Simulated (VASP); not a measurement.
Set up this calculation in VASP 6.6.1, as the native input.

```
Task                   : single point
Functional             : PBE
Potentials or basis    : VASP PAW PBE potentials, release 64 (Al, In_d, N)
Cutoff                 : 520 eV
k mesh                 : 6 × 6 × 6
Occupations            : gaussian, width 0.02 eV
Spin                   : no spin polarisation
Dipole correction      : no
Further INCAR settings : ALGO = Normal; EDIFF = 1e-07; NBANDS = 56
```

The structure of AlIn2N3 lies in POSCAR:

```
AlIn2N3
1.0
    4.9964094505     -2.8713821665      0.0000000000
    4.9964094505      2.8713821665      0.0000000000
    0.0000000000      0.0000000000      5.3159390512
Al In N
2 4 6
Direct
    0.3398678737      0.6601321263      0.9889878530
    0.6601321263      0.3398678737      0.4889878530
    0.9859656368      0.3371509085      0.9863459850
    0.6628490915      0.0140343632      0.9863459850
    0.0140343632      0.6628490915      0.4863459850
    0.3371509085      0.9859656368      0.4863459850
    0.9707419536      0.3315610664      0.3867437849
    0.6684389336      0.0292580464      0.3867437849
    0.0292580464      0.6684389336      0.8867437849
    0.3315610664      0.9707419536      0.8867437849
    0.3699997952      0.6300002048      0.3368326073
    0.6300002048      0.3699997952      0.8368326073
```

The input as run:

INCAR

```
ALGO = Normal
EDIFF = 1E-7
ENCUT = 520
GGA = PE
ISIF = 2
ISMEAR = 0
LASPH = True
LCHARG = False
LREAL = False
LWAVE = False
NBANDS = 56
NELM = 80
PREC = Accurate
SIGMA = 0.02
```

KPOINTS

```
k-points
0
Gamma
  6 6 6
```

Potentials or basis: VASP PAW PBE potentials, release 64 (Al, In_d, N).

Launch:

```sh
$ cat potpaw_PBE.64/Al/POTCAR potpaw_PBE.64/In_d/POTCAR potpaw_PBE.64/N/POTCAR > POTCAR
$ mpirun -np 1 vasp_std > vasp.out
```

Results of the run:

```yaml
Pressure: 16.8 GPa
Largest_force: 0.038 eV/Å
Band_gap_on_the_k_mesh: 1.29 eV
```

Caveat: the cell stands under pressure; spin-orbit coupling is left out, which moves the levels of the heavy elements.

Run time: 4.3 min on 1 thread of Intel(R) Xeon(R) 6975P-C (Granite Rapids), on a shared host, peak memory 0.51 GiB.
